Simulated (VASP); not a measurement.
# GaAs (I-4m2) in VASP: further runs

GaAs is run at these levels: PBEsol; tasks: single point.

All numbers are computed with VASP 6.6.1; they aren't measurements. Logs are shortened: lines on timing, memory, paths and dates and some standing lists are left out, and cuts for length are marked.

## (1) The cell of the first run

The structure is tetragonal, space group I-4m2 (No. 119). The conventional cell has a = 3.841 Å, b = 3.841 Å, c = 5.859 Å, α = 90.00°, β = 90.00°, γ = 90.00°. Ga (site symmetry -4m2) has 4 As at 2.42 Å within 3.2 Å. As (site symmetry -4m2) has 4 Ga at 2.42 Å within 3.2 Å.

## (2) Single point, PBEsol

INCAR

```
SYSTEM = GaAs
PREC = Accurate ; ENCUT = 520
EDIFF = 1E-7 ; ISMEAR = 0
SIGMA = 0.01 ; LREAL = .False.
LASPH = .True. ; NELM = 80
ALGO = Normal ; ISIF = 2
LWAVE = .False. ; LCHARG = .False.
GGA = PS ; NBANDS = 26
```

KPOINTS

```
Automatic mesh
0
Gamma
  10 10 6
  0 0 0
```

POSCAR

```
GaAs
1.0
    2.7158173540      2.7158173540      0.0000000000
   -2.7158173540      2.7158173540      0.0000000000
    0.0000000000      0.0000000000      5.8586946786
Ga As
2 2
Direct
    0.0000000000      0.0000000000      0.0000000000
    0.5000000000      0.5000000000      0.5000000000
    0.5000000000      0.0000000000      0.7500000000
    0.0000000000      0.5000000000      0.2500000000
```

Potentials or basis: VASP PAW PBE potentials, release 64 (Ga_d, As).

Started as:

```bash
> cat potpaw_PBE.64/Ga_d/POTCAR potpaw_PBE.64/As/POTCAR > POTCAR
> mpirun -np 1 vasp_std > vasp.out
```

OUTCAR:

```text
SYSTEM = GaAs
   PREC = Accurate
   ENCUT = 520
   EDIFF = 1E-7
   ISMEAR = 0
   LREAL = .False.
   LASPH = .True.
   NELM = 80
   ISIF = 2
   GGA = PS

 ion  position               nearest neighbor table
   1  0.000  0.000  0.000-   3 2.42   4 2.42   4 2.42   3 2.42
   2  0.500  0.500  0.500-   3 2.42   4 2.42   3 2.42   4 2.42
   3  0.500  0.000  0.750-   1 2.42   2 2.42   2 2.42   1 2.42
   4  0.000  0.500  0.250-   1 2.42   2 2.42   1 2.42   2 2.42

  LATTYP: Found a simple tetragonal cell.
 ALAT       =     3.8407457350
 C/A-ratio  =     1.5254055027

  Lattice vectors:

 A1 = (   2.7158173540,   2.7158173540,   0.0000000000)
 A2 = (  -2.7158173540,   2.7158173540,   0.0000000000)
 A3 = (   0.0000000000,   0.0000000000,   5.8586946786)

Analysis of symmetry for initial positions (statically):
=====================================================================
 Subroutine PRICEL returns following result:

  LATTYP: Found a body centered tetragonal cell.
 ALAT       =     3.8407457350
 C/A-ratio  =     1.5254055027

  Lattice vectors:

 A1 = (   2.7158173540,   0.0000000000,  -2.9293473393)
 A2 = (  -2.7158173540,   0.0000000000,  -2.9293473393)
 A3 = (   0.0000000000,   2.7158173540,   2.9293473393)

   2 primitive cells build up your supercell.

 Routine SETGRP: Setting up the symmetry group for a
 simple tetragonal supercell.

 Subroutine GETGRP returns: Found  8 space group operations
 (whereof  8 operations were pure point group operations)
 out of a pool of 16 trial point group operations.

The static configuration has the point symmetry D_2d.

Analysis of symmetry for dynamics (positions and initial velocities):
=====================================================================
 Subroutine PRICEL returns following result:

  LATTYP: Found a body centered tetragonal cell.
 ALAT       =     3.8407457350
 C/A-ratio  =     1.5254055027

  Lattice vectors:

 A1 = (   2.7158173540,   0.0000000000,  -2.9293473393)
 A2 = (  -2.7158173540,   0.0000000000,  -2.9293473393)
 A3 = (   0.0000000000,   2.7158173540,   2.9293473393)

   2 primitive cells build up your supercell.

 Routine SETGRP: Setting up the symmetry group for a
 simple tetragonal supercell.

 Subroutine GETGRP returns: Found  8 space group operations
 (whereof  8 operations were pure point group operations)
 out of a pool of 16 trial point group operations.

The dynamic configuration has the point symmetry D_2d.

 Subroutine INISYM returns: Found  8 space group operations
 (whereof  8 operations are pure point group operations),
 and found     2 'primitive' translations

----------------------------------------------------------------------------------------

                                     Primitive cell

  volume of cell :      43.2118

  direct lattice vectors                    reciprocal lattice vectors
     2.715817354  0.000000000 -2.929347339     0.184106637  0.184106637 -0.170686485
    -2.715817354  0.000000000 -2.929347339    -0.184106637  0.184106637 -0.170686485
     0.000000000  2.715817354  2.929347339     0.000000000  0.368213274  0.000000000

  length of vectors
     3.994588807  3.994588807  3.994588807     0.311326812  0.311326812  0.368213274

  position of ions in fractional coordinates (direct lattice)
     0.000000000  0.000000000  0.000000000
     0.750000000  0.250000000  0.500000000

  ion indices of the primitive-cell ions
   primitive index   ion index
                 1           1
                 2           3

----------------------------------------------------------------------------------------

 KPOINTS: Automatic mesh

Automatic generation of k-mesh.
 Grid dimensions read from file:
 generate k-points for:   10   10    6

 Generating k-lattice:

  Cartesian coordinates                     Fractional coordinates (reciprocal lattice)
     0.018410664  0.018410664  0.000000000     0.100000000  0.000000000  0.000000000
    -0.018410664  0.018410664  0.000000000     0.000000000  0.100000000  0.000000000
     0.000000000  0.000000000  0.028447747     0.000000000  0.000000000  0.166666667

  Length of vectors
     0.026036610  0.026036610  0.028447747

  Shift w.r.t. Gamma in fractional coordinates (k-lattice)
     0.000000000  0.000000000  0.000000000

 Subroutine IBZKPT returns following result:
 ===========================================

 Found     84 irreducible k-points:

 Following reciprocal coordinates:
            Coordinates               Weight
  0.000000  0.000000  0.000000      1.000000
  0.100000  0.000000  0.000000      4.000000
  0.200000  0.000000  0.000000      4.000000
  0.300000  0.000000  0.000000      4.000000
  0.400000  0.000000  0.000000      4.000000
  0.500000  0.000000  0.000000      2.000000
[... 16 lines left out ...]
  0.100000  0.000000  0.166667      8.000000
  0.200000  0.000000  0.166667      8.000000
 [... further k-points ...]
   k-points           NKPTS =     84   k-points in BZ     NKDIM =     84   number of bands    NBANDS=     26
   number of dos      NEDOS =    301   number of ions     NIONS =      4
   total plane-waves  NPLWV =  43200
   dimension x,y,z NGX =    30 NGY =   30 NGZ =   48
   dimension x,y,z NGXF=    60 NGYF=   60 NGZF=   96
   ions per type =               2   2
   NGX,Y,Z   is equivalent  to a cutoff of  12.99, 12.99, 13.62 a.u.
   NGXF,Y,Z  is equivalent  to a cutoff of  25.97, 25.97, 27.24 a.u.
 SYSTEM =  GaAs
   PREC   = accura    normal or accurate (medium, high low for compatibility)
   ISTART =      0    job   : 0-new  1-cont  2-samecut
   ICHARG =      2    charge: 1-file 2-atom 10-const
   ISPIN  =      1    spin polarized calculation?
   LNONCOLLINEAR =      F non collinear calculations
   LSORBIT =      F    spin-orbit coupling
   LASPH  =      T    aspherical Exc in radial PAW
   ENCUT  =  520.0 eV  38.22 Ry    6.18 a.u.   7.14  7.14 10.89*2*pi/ulx,y,z
   NELM   =     80;   NELMIN=  2; NELMDL= -5     # of ELM steps
   EDIFF  = 0.1E-06   stopping-criterion for ELM
   LREAL  =      F    real-space projection
   EDIFFG = 0.1E-05   stopping-criterion for IOM
   NSW    =      0    number of steps for IOM
   IBRION =     -1    ionic relax: 0-MD 1-quasi-New 2-CG
   NFREE  =      0    steps in history (QN), initial steepest desc. (CG)
   ISIF   =      2    stress and relaxation
   ISYM   =      2    0-nonsym 1-usesym 2-fastsym
   POTIM  = 0.5000    time-step for ionic-motion
   TEBEG  =    0.0;   TEEND  =   0.0 temperature during run
   PSTRESS=    0.0 pullay stress
   NELECT =      36.0000    total number of electrons
   NUPDOWN=      -1.0000    fix difference up-down
   EMIN   =  10.00;   EMAX   =-10.00  energy-range for DOS
   EFERMI =   0.00;   METHOD = LEGACY
   ISMEAR =     0;   SIGMA  =   0.01  broadening in eV -4-tet -1-fermi 0-gaus
   EFERMI_NEDOS =   21; number of points for ismear=-14 and -15
   IALGO  =     38    algorithm
   IMIX   =      4    mixing-type and parameters
     AMIX     =   0.40;   BMIX     =  1.00
     AMIX_MAG =   1.60;   BMIX_MAG =  1.00
  volume/ion in A,a.u.               =      21.61       145.80
  Fermi-wavevector in a.u.,A,eV,Ry     =   1.222639  2.310453 20.338625  1.494847
  Thomas-Fermi vector in A             =   2.357779
   LORBIT       =      0    0 simple, 1 ext, 2 COOP (PROOUT), +10 PAW based schemes
   GGA     = PS    functional components
   LHFCALC =     F    Hartree Fock is set to
   AEXX    =    0.0000 exact exchange contribution
   IVDW    =     0    specifies the selected vdW correction
   LEPSILON=     F    determine dielectric tensor
   LRPA    =     F    only Hartree local field effects (RPA)
 non-spin polarized calculation
 Gauss-broadening in eV      SIGMA  =   0.01
  energy-cutoff  :      520.00
  volume of cell :       86.42
 maximum number of plane-waves:      2346
 NGX is ok and might be reduce to    30
   NGX = 15   NGY = 15   NGZ = 21

 number of electron      36.0000015 magnetization

 Free energy of the ion-electron system (eV)
  ---------------------------------------------------
  ext. energy  EPLUGINS =         0.00000000
  ---------------------------------------------------
  free energy    TOTEN  =       -18.06444817 eV

  energy without entropy =      -18.06444817  energy(sigma->0) =      -18.06444817

 E-fermi :   4.4465     XC(G=0):  -9.9794

 val. band max:        4.3999387620   @ k =   0.0000   0.0000   0.0000
 cond. band min:       4.9776096972   @ k =   0.0000   0.0000   0.0000
 fundamental gap:      0.5776709351
 Fermi energy:         4.4465060252

 k-point     1 :       0.0000    0.0000    0.0000
  band No.  band energies     occupation
      1     -10.7599      2.00000
      2     -10.6446      2.00000
      3     -10.6250      2.00000
      4     -10.6250      2.00000
      5     -10.5718      2.00000
      6     -10.5718      2.00000
[... 18 lines left out ...]
     25      11.7689      0.00000
     26      13.5620      0.00000

 k-point     2 :       0.1000    0.0000    0.0000
  band No.  band energies     occupation
      1     -10.7575      2.00000
      2     -10.6415      2.00000
      3     -10.6340      2.00000
      4     -10.6236      2.00000
      5     -10.5766      2.00000
      6     -10.5730      2.00000
[... 18 lines left out ...]
     25      12.2496      0.00000
     26      13.6191      0.00000

 k-point     3 :       0.2000    0.0000    0.0000
  band No.  band energies     occupation
      1     -10.7517      2.00000
      2     -10.6566      2.00000
      3     -10.6336      2.00000
      4     -10.6195      2.00000
      5     -10.5867      2.00000
      6     -10.5765      2.00000
[... 572 lines left out ...]
 k-point    23 :       0.1000    0.0000    0.1667
  band No.  band energies     occupation
      1     -10.7521      2.00000
      2     -10.6566      2.00000
      3     -10.6264      2.00000
      4     -10.6204      2.00000
      5     -10.5801      2.00000
      6     -10.5767      2.00000
[... 18 lines left out ...]
     25      12.3513      0.00000
     26      12.7598      0.00000

 k-point    24 :       0.2000    0.0000    0.1667
  band No.  band energies     occupation
      1     -10.7471      2.00000
      2     -10.6671      2.00000
      3     -10.6293      2.00000
      4     -10.6171      2.00000
      5     -10.5899      2.00000
      6     -10.5801      2.00000
[... 18 lines left out ...]
     25      11.4811      0.00000
     26      12.4880      0.00000

 [... further k-points ...]

------------------------ aborting loop because EDIFF is reached ----------------------------------------

  FORCE on cell =-STRESS in cart. coord.  units (eV):
  Direction    XX          YY          ZZ          XY          YZ          ZX
  --------------------------------------------------------------------------------------
  -------------------------------------------------------------------------------------
  Total        2.9849291      2.9849291      0.1034845      0.0000000     -0.0000000     -0.0000000
  in kB       55.3366187     55.3366187      1.9184652      0.0000000     -0.0000000     -0.0000000
  external PRESSURE =      37.5305675 kB  Pullay stress =       0.0000000 kB

 VOLUME and BASIS-vectors are now :
 -----------------------------------------------------------------------------
  energy-cutoff  :      520.00
  volume of cell :       86.42
      direct lattice vectors                 reciprocal lattice vectors
     2.715817354  2.715817354  0.000000000     0.184106637  0.184106637  0.000000000
    -2.715817354  2.715817354  0.000000000    -0.184106637  0.184106637  0.000000000
     0.000000000  0.000000000  5.858694679     0.000000000  0.000000000  0.170686485

 POSITION                                       TOTAL-FORCE (eV/Angst)
 -----------------------------------------------------------------------------------
      0.00000      0.00000      0.00000        -0.000000     -0.000000     -0.000000
      0.00000      2.71582      2.92935         0.000000      0.000000      0.000000
      1.35791      1.35791      4.39402        -0.000000     -0.000000     -0.000000
     -1.35791      1.35791      1.46467        -0.000000     -0.000000     -0.000000
 -----------------------------------------------------------------------------------
    total drift:                               -0.000000      0.000000      0.000000

  FREE ENERGIE OF THE ION-ELECTRON SYSTEM (eV)
  ---------------------------------------------------
  free  energy   TOTEN  =       -18.0644481719 eV

  energy  without entropy=      -18.0644481719  energy(sigma->0) =      -18.06444817
```

It took 2.6 min on 1 thread of Intel Xeon Platinum 8259CL at 2.50GHz (Skylake/Cascade Lake), shared host; peak memory 0.3 GiB.

Results:

```
Free energy            : -18.0644 eV
Pressure               : 3.8 GPa
Band gap on the k mesh : 0.58 eV
```

Stress tensor (GPa, compression positive):
```
5.53 0.00 0.00
0.00 5.53 0.00
0.00 0.00 0.19
```

Caveat: the cell stands under pressure; the PAW data sets were made with another functional, which shifts forces and pressure a little.

## (3) Single point, PBEsol (biaxial strain in the a-b plane: +4.0 %, then relaxed in part)

INCAR

```
SYSTEM = GaAs
  PREC = Accurate
  ENCUT = 520
  EDIFF = 1E-6
  ISMEAR = 0
  SIGMA = 0.01
  LREAL = .FALSE.
  LASPH = .TRUE.
  NELM = 100
  ALGO = Normal
  ISIF = 2
  LWAVE = .FALSE.
  LCHARG = .FALSE.
  GGA = PS
  NBANDS = 26
```

KPOINTS

```
regular mesh
0
G
  10 10 6
  0 0 0
```

POSCAR

```
GaAs
1.0
    2.9421354669      2.9421354669      0.0000000000
   -2.9421354669      2.9421354669      0.0000000000
    0.0000000000      0.0000000000      5.4511085085
Ga As
2 2
Direct
    0.0000000000      0.0000000000      0.0000000000
    0.5000000000      0.5000000000      0.5000000000
    0.5000000000      0.0000000000      0.7500000000
    0.0000000000      0.5000000000      0.2500000000
```

Potentials or basis: VASP PAW PBE potentials, release 64 (Ga_d, As).

Started as:

```bash
> cat potpaw_PBE.64/Ga_d/POTCAR potpaw_PBE.64/As/POTCAR > POTCAR
> mpirun -np 1 vasp_std > vasp.out
```

OUTCAR:

```text
SYSTEM = GaAs
   PREC = Accurate
   ENCUT = 520
   EDIFF = 1E-6
   ISMEAR = 0
   LREAL = .FALSE.
   LASPH = .TRUE.
   NELM = 100
   ISIF = 2
   GGA = PS

 ion  position               nearest neighbor table
   1  0.000  0.000  0.000-   3 2.49   4 2.49   4 2.49   3 2.49
   2  0.500  0.500  0.500-   3 2.49   4 2.49   3 2.49   4 2.49
   3  0.500  0.000  0.750-   1 2.49   2 2.49   2 2.49   1 2.49
   4  0.000  0.500  0.250-   1 2.49   2 2.49   1 2.49   2 2.49

  LATTYP: Found a simple tetragonal cell.
 ALAT       =     4.1608078796
 C/A-ratio  =     1.3101081968

  Lattice vectors:

 A1 = (   2.9421354669,   2.9421354669,   0.0000000000)
 A2 = (  -2.9421354669,   2.9421354669,   0.0000000000)
 A3 = (   0.0000000000,   0.0000000000,   5.4511085085)

Analysis of symmetry for initial positions (statically):
=====================================================================
 Subroutine PRICEL returns following result:

  LATTYP: Found a body centered tetragonal cell.
 ALAT       =     4.1608078796
 C/A-ratio  =     1.3101081968

  Lattice vectors:

[... 186 lines left out ...]

 E-fermi :   3.5714     XC(G=0):  -9.5863

 val. band max:        3.5047018766   @ k =   0.0000   0.0000   0.0000
 cond. band min:       3.6537596441   @ k =   0.0000   0.0000   0.0000
 fundamental gap:      0.1490577675
 Fermi energy:         3.5713948579

 k-point     1 :       0.0000    0.0000    0.0000
  band No.  band energies     occupation
      1     -11.3914      2.00000
      2     -11.3009      2.00000
      3     -11.3009      2.00000
      4     -11.2833      2.00000
      5     -11.2601      2.00000
      6     -11.2563      2.00000
[... 685 lines left out ...]
     25      10.4651      0.00000
     26      11.0368      0.00000

 [... further k-points ...]

------------------------ aborting loop because EDIFF is reached ----------------------------------------

  FORCE on cell =-STRESS in cart. coord.  units (eV):
  Direction    XX          YY          ZZ          XY          YZ          ZX
  --------------------------------------------------------------------------------------
  -------------------------------------------------------------------------------------
  Total       -2.2022545     -2.2022545      0.0840339      0.0000000      0.0000000      0.0000000
  in kB      -37.3884914    -37.3884914      1.4266753      0.0000000      0.0000000      0.0000000
  external PRESSURE =     -24.4501025 kB  Pullay stress =       0.0000000 kB

 VOLUME and BASIS-vectors are now :
 -----------------------------------------------------------------------------
  energy-cutoff  :      520.00
  volume of cell :       94.37
      direct lattice vectors                 reciprocal lattice vectors
     2.942135467  2.942135467  0.000000000     0.169944588  0.169944588  0.000000000
    -2.942135467  2.942135467  0.000000000    -0.169944588  0.169944588  0.000000000
     0.000000000  0.000000000  5.451108508     0.000000000  0.000000000  0.183448926

 POSITION                                       TOTAL-FORCE (eV/Angst)
 -----------------------------------------------------------------------------------
      0.00000      0.00000      0.00000         0.000000     -0.000000      0.000000
      0.00000      2.94214      2.72555         0.000000      0.000000     -0.000000
      1.47107      1.47107      4.08833        -0.000000      0.000000      0.000000
     -1.47107      1.47107      1.36278        -0.000000      0.000000      0.000000
 -----------------------------------------------------------------------------------
    total drift:                               -0.000000      0.000000     -0.000000

  FREE ENERGIE OF THE ION-ELECTRON SYSTEM (eV)
  ---------------------------------------------------
  free  energy   TOTEN  =       -18.0963096876 eV

  energy  without entropy=      -18.0963096876  energy(sigma->0) =      -18.09630969
```

stdout:

```text
POSCAR found type information on POSCAR GaAs
 POSCAR found :  2 types and       4 ions
 scaLAPACK will be used
 -----------------------------------------------------------------------------
|                                                                             |
|                                                                             |
|     You enforced a specific xc type in the INCAR file but a different       |
|     I HOPE YOU KNOW WHAT YOU ARE DOING!                                     |
|                                                                             |
 -----------------------------------------------------------------------------

 LDA part: xc-table for (Slater+PW92), standard interpolation
 POSCAR, INCAR and KPOINTS ok, starting setup
 FFT: planning ... GRIDC
 FFT: planning ... GRID_SOFT
 FFT: planning ... GRID
 WAVECAR not read
 entering main loop
```

Wall time 2.7 min (1 thread of Intel Xeon 8259CL, shared host); peak memory 0.32 GiB.

Results:

| Property | Result |
| --- | --- |
| Free energy | -18.0963 eV |
| Pressure | -2.4 GPa |
| Band gap on the k mesh | 0.15 eV |

Caveat: the cell differs from its parent crystal (biaxial strain in the a-b plane: +4.0 %, then relaxed in part); the PAW data sets were made with another functional, which shifts forces and pressure a little.
